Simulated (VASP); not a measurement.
Write the native input for VASP 6.6.1 that does the following.

* Task: single point
* Functional: r2SCAN
* Potentials or basis: VASP PAW PBE potentials, release 64 (Mg, O)
* Cutoff: 520 eV
* k mesh: 12 × 12 × 12
* Occupations: gaussian, width 0.05 eV
* Spin: no spin polarisation
* Dipole correction: no
* Further INCAR settings: ALGO = Normal; EDIFF = 1e-07; NBANDS = 14

Crystal: MgO2.

```
Mg O
1.0
     1.62883    0.94041    3.59880
    -1.62883    0.94041    3.59880
     0.00000   -1.88081    3.59880
Mg O
1 2
Direct
  0.00000 0.00000 0.00000
  0.42879 0.42879 0.42879
  0.57121 0.57121 0.57121
```

This cell differs from its parent crystal: strain +0.015 along x and y, +0.030 along z.

The input as run:

POSCAR

```
MgO2
1.0
    1.6288324313      0.9404068427      3.5987982411
   -1.6288324313      0.9404068427      3.5987982411
    0.0000000000     -1.8808136853      3.5987982411
Mg O
1 2
Direct
    0.0000000000      0.0000000000      0.0000000000
    0.4287860000      0.4287860000      0.4287860000
    0.5712140000      0.5712140000      0.5712140000
```

INCAR.step1

```
SYSTEM = MgO2
PREC = Accurate
ENCUT = 520
ISMEAR = 0
SIGMA = 0.05
LREAL = .False.
LASPH = .True.
NELM = 100
NBANDS = 14
GGA = PE
ALGO = Normal
EDIFF = 1E-4
LWAVE = .True.
LCHARG = .False.
```

INCAR.step2

```
SYSTEM = MgO2
PREC = Accurate
ENCUT = 520
EDIFF = 1E-7
ISMEAR = 0
SIGMA = 0.05
LREAL = .False.
LASPH = .True.
NELM = 100
ALGO = Normal
ISIF = 2
LWAVE = .False.
LCHARG = .True.
METAGGA = R2SCAN
LMIXTAU = .True.
LELF = .True.
LVHAR = .True.
NBANDS = 14
ISTART = 1
```

KPOINTS

```
Automatic mesh
0
Gamma
  12 12 12
  0 0 0
```

Potentials or basis: VASP PAW PBE potentials, release 64 (Mg, O).

The run is started by

```console
$ cat potpaw_PBE.64/Mg/POTCAR potpaw_PBE.64/O/POTCAR > POTCAR
$ cp INCAR.step1 INCAR
$ mpirun -np 1 vasp_std > vasp.out
$ cp INCAR.step2 INCAR
$ mpirun -np 1 vasp_std > vasp.out
```

Results of the run:

The pressure is -12.9 GPa, the largest force is 0.500 eV/Å and the band gap on the k mesh is 2.36 eV.

Caveat: the cell differs from its parent crystal (strain +0.015 along x and y, +0.030 along z); the cell stands under tension; the PAW data sets were made with another functional, which shifts forces and pressure a little.

Wall time 7.9 min on 1 thread of Intel(R) Xeon(R) Platinum 8259CL CPU @ 2.50GHz (Skylake/Cascade Lake), on a shared host, peak memory 0.23 GiB.
